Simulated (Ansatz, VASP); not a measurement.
## One calculation of Sn, two programs

Contents of POSCAR:

```
Sn
1.0
   -2.9482820713      2.9504023647      1.5888172584
    2.9504023647     -2.9482820713      1.5888172584
    2.9460530987      2.9460530987     -1.5849306448
Sn
2
Direct
    0.0000251473      0.9999748527      0.0000000000
    0.7499748527      0.2500251473      0.5000000000
```

File INCAR.step1:

```
SYSTEM = Sn
ALGO = Normal ; EDIFF = 1E-4
ENCUT = 520 ; GGA = PE
ISMEAR = 1 ; LASPH = .True.
LCHARG = .False. ; LREAL = .False.
LWAVE = .True. ; NBANDS = 21
NELM = 60 ; PREC = Accurate
SIGMA = 0.2
```

The input INCAR.step2:

```
SYSTEM = Sn
ALGO = Normal ; EDIFF = 1E-6
ENCUT = 520 ; ISIF = 2
ISMEAR = 1 ; ISTART = 1
LASPH = .True. ; LCHARG = .False.
LMIXTAU = .True. ; LREAL = .False.
LWAVE = .False. ; METAGGA = R2SCAN
NBANDS = 21 ; NELM = 60
PREC = Accurate ; SIGMA = 0.2
```

The input KPOINTS:

```
k-points
0
Gamma
  11 11 8
  0 0 0
```

Input for Ansatz:

```yaml
crystal:
  lattice:
    - [-2.9482820713, 2.9504023647, 1.5888172584]
    - [2.9504023647, -2.9482820713, 1.5888172584]
    - [2.9460530987, 2.9460530987, -1.5849306448]
  atoms:
    - { symbol: Sn, position: [2.51473e-05, 0.9999748527, 0.0] }
    - { symbol: Sn, position: [0.7499748527, 0.2500251473, 0.5] }
hamiltonian:
  xc: r2scan
  pseudopotentials:
    kind: paw
    azcp:
      Sn: "pseudopotentials/Sn.paw.azcp"
basis:
  ecutwfc: 500
  fft_grid_basis: typed
kpoints:
  mp_grid: { grid: [11, 11, 8], shift: [0, 0, 0] }
magnetization:
  spin_polarized: false
scf:
  occupations: { method: cold, width: 0.2 }
  lower_state_search: "off"
output:
  stress: true
  write_density: true
  write_potential: true
  elf: true
  volumetric_format: npy
```

Alike in both runs: task single point; functional r2SCAN; k mesh 11 × 11 × 8; no spin polarisation.

|  | VASP | Ansatz |
| --- | --- | --- |
| version | VASP 6.6.1 | Ansatz 0.2.0 |
| potentials or method | VASP PAW PBE potentials, release 64 (Sn_d), cutoff 520 eV | plane waves (500 eV) with PAW, scalar-relativistic |
| occupations | methfessel-paxton of order 1, width 0.2 eV | cold, width 0.2 eV |
| valence electrons in the cell | 28 | 28 |

|  | VASP | Ansatz | Ansatz less VASP |
| --- | --- | --- | --- |
| pressure (GPa) | 0.0 | 0.0 | -0.02 |
| traceless stress, the component that is largest in VASP (GPa) | -0.10 | -0.10 | -0.006 |

VASP's potentials were made for PBE, not for r2SCAN.
